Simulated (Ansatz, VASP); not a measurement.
ZrC in VASP and in Ansatz

File INCAR:

```
PREC     = Accurate       # precision mode
ENCUT    = 520            # plane-wave cutoff, eV
EDIFF    = 1E-6           # SCF threshold, eV
ISMEAR   = -1             # smearing method
SIGMA    = 0.0816         # smearing width, eV
LREAL    = F              # projectors in reciprocal space
LASPH    = T              # aspherical terms in the spheres
NELM     = 120            # most SCF steps
ALGO     = Normal         # electronic algorithm
ISIF     = 2              # what is computed and relaxed
LWAVE    = F              # write WAVECAR
LCHARG   = F              # write CHGCAR
GGA      = PE             # functional
NBANDS   = 15             # bands
GGA_COMPAT= F
```

The input KPOINTS:

```
regular mesh
0
Gamma
  10 10 10
```

POSCAR

```
ZrC
1.0
    0.0000000000      2.3250000000      2.3250000000
    2.3250000000      0.0000000000      2.3250000000
    2.3250000000      2.3250000000      0.0000000000
Zr C
1 1
Direct
    0.0000000000      0.0000000000      0.0000000000
    0.5000000000      0.5000000000      0.5000000000
```

Input for Ansatz:

```yaml
crystal:
  lattice:
    - [0.0, 2.325, 2.325]
    - [2.325, 0.0, 2.325]
    - [2.325, 2.325, 0.0]
  atoms:
    - { symbol: Zr, position: [0.0, 0.0, 0.0] }
    - { symbol: C, position: [0.5, 0.5, 0.5] }
kpoints:
  mp_grid: { grid: [10, 10, 10] }
scf:
  occupations: { method: fermi_dirac, width: 0.0816 }
hamiltonian:
  xc: pbe
  pseudopotentials: { kind: all_electron, lapw: { basis_error: 0.001 } }
output:
  forces: true
  stress: true
  eigenvalues: true
```

Alike in both runs: task single point; functional PBE; k mesh 10 × 10 × 10; occupations fermi-dirac, width 0.0816 eV; no spin polarisation.

```csv
,VASP,Ansatz
version,VASP 6.6.1,Ansatz 0.2.0
potentials or method,"VASP PAW PBE potentials, release 64 (Zr_sv, C), cutoff 520 eV","all-electron LAPW, scalar-relativistic"
```

|  | VASP | Ansatz | Ansatz less VASP |
| --- | --- | --- | --- |
| pressure (GPa) | 9.3 | 9.1 | -0.21 |

Ansatz ran all-electron here, and VASP with PAW potentials.
